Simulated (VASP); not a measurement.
Wanted: the native input for a VASP 6.6.1 run.

```
Task                   : relaxation of cell and atoms
Functional             : LDA
Potentials or basis    : VASP PAW LDA potentials, release 64 (Li_sv, F)
Cutoff                 : 600 eV
k mesh                 : 10 × 10 × 10
Occupations            : gaussian, width 0.01 eV
Spin                   : no spin polarisation
Target pressure        : 10 GPa
Dipole correction      : no
Further INCAR settings : ALGO = Normal; EDIFF = 1e-07; IBRION = 2; EDIFFG = -0.002; NSW = 100; ISIF = 3
```

The structure of LiF lies in POSCAR:

```
LiF
1.0
    0.0000000000      1.9544663793      1.9544663793
    1.9544663793      0.0000000000      1.9544663793
    1.9544663793      1.9544663793      0.0000000000
Li F
1 1
Direct
    0.0000000000      0.0000000000      0.0000000000
    0.5000000000      0.5000000000      0.5000000000
```

One way to write it, as run:

INCAR

```
PREC = Accurate
ENCUT = 600
EDIFF = 1E-7
ISMEAR = 0
SIGMA = 0.01
LREAL = False
LASPH = True
NELM = 60
ALGO = Normal
ISIF = 3
LWAVE = False
LCHARG = False
IBRION = 2
NSW = 100
EDIFFG = -0.002
PSTRESS = 100.0
```

KPOINTS

```
regular mesh
0
Gamma
  10 10 10
```

Potentials or basis: VASP PAW LDA potentials, release 64 (Li_sv, F).

Command:

```console
$ cat potpaw_LDA.64/Li_sv/POTCAR potpaw_LDA.64/F/POTCAR > POTCAR
$ mpirun -np 1 vasp_std > vasp.out
```

Results of the run:

- Relaxed volume: 6.75 Å³/atom
- Relaxed cell: a = 2.672 Å, b = 2.672 Å, c = 2.672 Å, α = 60.00°, β = 60.00°, γ = 60.00°
- Space group after relaxing (to 0.05 Å): Fm-3m (No. 225)
- Energy change on relaxing (the enthalpy is what falls): +19.0 meV/atom
- Ionic steps: 5
- Pressure after relaxing: 10.0 GPa
- Band gap on the k mesh: 10.78 eV, direct

Caveat: the cutoff is under 1.25 times the usual one of these potentials, so pressure, stress and relaxed cells hold a basis-set (Pulay) error; the cell is relaxed towards a set pressure, so the enthalpy falls and the energy may rise.

Run time: 32 s on 1 thread of Intel Xeon 8259CL, with other jobs on the host, peak memory 0.13 GiB.
